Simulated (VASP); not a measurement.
Runs of VASP 6.6.1 on Hf. The structure is that of space group Fm-3m (No. 225), or close to it. The cells are those of the table. 

| task | cell | cutoff (eV) | gap on the mesh (eV) | pressure (GPa) |
| --- | --- | --- | --- | --- |
| relaxation of cell and atoms | relaxed to 30 GPa from a = 2.959 Å, angles 60.0°, 1 atom | 600 | none | 30.0 |
| single point | a = 2.957 Å, angles 60.0°, 1 atom | 520 | none | (a) |
| relaxation of cell and atoms | relaxed to 30 GPa from a = 2.957 Å, angles 60.0°, 1 atom | 600 | none | 30.0 |
| single point | a = 2.959 Å, angles 60.0°, 1 atom | 520 | none | 29.4 |

Alike in all rows: level PBE; potentials or basis VASP PAW PBE potentials, release 64 (Hf_pv); no spin polarisation; k mesh 16 × 16 × 16; smearing fermi-dirac 0.08 eV.

Problem. Estimate the missing entries.

Solution. (a) 29.8.

Caveats: spin-orbit coupling is left out, which moves the levels of the heavy elements; the cell is relaxed towards a set pressure, so the enthalpy falls and the energy may rise (some runs).

A k mesh can miss the band edges, and the runs leave out spin-orbit coupling on Hf.

A gap of «none» marks levels without a gap at the run's occupations.
